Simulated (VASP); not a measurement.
Set up this calculation in VASP 6.6.1, as the native input.

| Quantity | Value |
| --- | --- |
| Task | single point |
| Functional | PBE |
| Potentials or basis | VASP PAW PBE potentials, release 64 (Co, Si) |
| Cutoff | 520 eV |
| k mesh | 16 × 16 × 16 |
| Occupations | fermi-dirac, width 0.1 eV |
| Spin | no spin polarisation |
| Dipole correction | no |
| Further INCAR settings | ALGO = Normal; EDIFF = 1e-06; NBANDS = 14 |

The structure of CoSi (rocksalt type) lies in POSCAR:

```
CoSi
1.0
    0.0000000000      2.1651286978      2.1651286978
    2.1651286978      0.0000000000      2.1651286978
    2.1651286978      2.1651286978      0.0000000000
Co Si
1 1
Direct
    0.0000000000      0.0000000000      0.0000000000
    0.5000000000      0.5000000000      0.5000000000
```

This cell differs from its parent crystal: volume scaled by 0.8.

These files were run (other wordings do the same):

INCAR

```
PREC = Accurate
ENCUT = 520
EDIFF = 1E-6
ISMEAR = -1
SIGMA = 0.1
LREAL = False
LASPH = True
NELM = 100
ALGO = Normal
ISIF = 2
LWAVE = False
LCHARG = False
GGA = PE
NBANDS = 14
```

KPOINTS

```
regular mesh
0
Gamma
  16 16 16
```

Potentials or basis: VASP PAW PBE potentials, release 64 (Co, Si).

Run with:

```sh
$ cat potpaw_PBE.64/Co/POTCAR potpaw_PBE.64/Si/POTCAR > POTCAR
$ mpirun -np 1 vasp_std > vasp.out
```

It gave:

```json
{
  "Pressure": "58.4 GPa"
}
```

Wall time 20 s on 1 thread of Intel(R) Xeon(R) Platinum 8259CL CPU @ 2.50GHz (Skylake/Cascade Lake) (shared host), peak memory 0.17 GiB.
